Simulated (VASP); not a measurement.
Ta4N: single point with PBE

Slab: Ta4N, a slab with vacuum.

```
CELL_PARAMETERS angstrom
3.31897 0.00000 0.00000
0.00000 3.31897 0.00000
0.00000 0.00000 20.29966
ATOMIC_POSITIONS crystal
Ta 0.50000 0.50000 0.19705
Ta 0.00000 0.00000 0.27880
Ta 0.50000 0.50000 0.35991
Ta 0.00000 0.00000 0.43349
N 0.50000 0.50000 0.46133
```

- Program: VASP 6.6.1
- Task: single point
- Functional: PBE
- Potentials or basis: VASP PAW PBE potentials, release 64 (Ta_pv, N)
- Cutoff: 520 eV
- k mesh: 8 × 8 × 1
- Occupations: gaussian, width 0.1 eV
- Spin: no spin polarisation
- Dipole correction: yes
- Further INCAR settings: ALGO = Normal; EDIFF = 1e-06; NBANDS = 32

```json
{"Largest force": "4.353 eV/Å"}
```

Forces in eV/Å, atoms in the order of the input:
```
Ta   0.000  0.000  1.508
Ta   0.000  0.000 -1.643
Ta   0.000  0.000 -4.289
Ta   0.000  0.000  4.353
N    0.000  0.000  0.071
```

Levels at points of the mesh, in eV from the Fermi level:
| k point | band 20 | band 21 | band 22 | band 23 | band 24 | band 25 | band 26 | band 27 | band 28 | band 29 |
| --- | --- | --- | --- | --- | --- | --- | --- | --- | --- | --- |
| (0.00, 0.00, 0.00) | -2.89 | -2.63 | -0.19 | -0.06 | 0.04 | 0.22 | 0.22 | 0.57 | 0.57 | 1.40 |
| (0.50, 0.00, 0.00) | -1.60 | -1.56 | -0.76 | -0.69 | -0.13 | 0.18 | 0.50 | 1.17 | 1.63 | 2.43 |
| (0.50, 0.50, 0.00) | -1.95 | -1.95 | -1.69 | -1.69 | -0.47 | -0.47 | 1.88 | 2.16 | 2.16 | 2.29 |

Run time: 2 min on 1 thread of Intel(R) Xeon(R) 6975P-C (Granite Rapids), with other jobs on the host, peak memory 0.38 GiB.

Caveat: spin-orbit coupling is left out, which moves the levels of the heavy elements.
